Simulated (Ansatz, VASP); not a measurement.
## CdSe in VASP and in Ansatz

The input INCAR:

```
PREC = Accurate
ENCUT = 500
EDIFF = 1E-6
ISMEAR = -1
SIGMA = 0.05
LREAL = F
LASPH = T
NELM = 120
ALGO = Normal
ISIF = 2
LWAVE = F
LCHARG = F
NBANDS = 16
GGA_COMPAT = F
```

File KPOINTS:

```
regular mesh
0
Gamma
  11 11 11
```

POSCAR

```
CdSe
1.0
    0.0000000000      2.9430465398      2.9430465398
    2.9430465398      0.0000000000      2.9430465398
    2.9430465398      2.9430465398      0.0000000000
Cd Se
1 1
Direct
    0.0000000000      0.0000000000      0.0000000000
    0.2500000000      0.2500000000      0.2500000000
```

Input for Ansatz:

```yaml
crystal:
  lattice:
    - [0.0, 2.9430465398, 2.9430465398]
    - [2.9430465398, 0.0, 2.9430465398]
    - [2.9430465398, 2.9430465398, 0.0]
  atoms:
    - { symbol: Cd, position: [0.0, 0.0, 0.0] }
    - { symbol: Se, position: [0.25, 0.25, 0.25] }
kpoints:
  mp_grid: { grid: [11, 11, 11] }
scf:
  occupations: { method: fermi_dirac, width: 0.05 }
hamiltonian:
  xc: lda
  pseudopotentials: { kind: all_electron, lapw: { basis_error: 0.001 } }
output:
  forces: true
  stress: true
  eigenvalues: true
  populations: true
```

Change from the starting cell: volume scaled by 0.94, LAPW.

Alike in both runs: task single point; functional LDA; k mesh 11 × 11 × 11; occupations fermi-dirac, width 0.05 eV; no spin polarisation.

|  | VASP | Ansatz |
| --- | --- | --- |
| version | VASP 6.6.1 | Ansatz 0.2.0 |
| potentials or method | VASP PAW LDA potentials, release 64 (Cd, Se), cutoff 500 eV | all-electron LAPW, scalar-relativistic |

|  | VASP | Ansatz | Ansatz less VASP |
| --- | --- | --- | --- |
| pressure (GPa) | 4.7 | 4.1 | -0.61 |

LDA's correlation is that of Perdew and Zunger in VASP and of Perdew and Wang (1992) in Ansatz. Ansatz ran all-electron here, and VASP with PAW potentials.
